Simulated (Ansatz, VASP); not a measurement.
## Two plane-wave programs on MnO

```
CELL_PARAMETERS angstrom
0.00000 2.24724 2.24724
2.24724 0.00000 2.24724
2.24724 2.24724 0.00000
ATOMIC_POSITIONS crystal
Mn 0.00000 0.00000 0.00000
O 0.50000 0.50000 0.50000
```

Alike in both runs: task single point; functional r2SCAN; k mesh 16 × 16 × 16; occupations gaussian, width 0.1 eV; collinear spin.

```csv
,VASP,Ansatz
version,VASP 6.6.1,Ansatz 0.2.0
potentials or method,"VASP PAW PBE potentials, release 64 (Mn_pv, O), cutoff 520 eV","scalar-relativistic, plane waves, PAW"
valence electrons in the cell,19,21
```

```csv
,VASP,Ansatz,Ansatz less VASP
gap on the k mesh at the Fermi level (eV),none,none,-
pressure (GPa),-4.4,-4.6,-0.20
net moment per atom (μB),2.50,2.50,0.000
size of the moment on the site where the two differ most (μB),4.55,4.29,-0.262
```

VASP's potentials were made for PBE, not for r2SCAN. Site moments also hang on the region over which each program counts them. A gap of «none» marks a metal or a gap that the smearing closes. The functional is the same, so the differences come from potentials, cutoffs and numerics. VASP's potentials hold 19 valence electrons a cell and Ansatz's 21, so a difference there can come from the potentials and not from the codes. Ansatz's warnings: stability check not made.
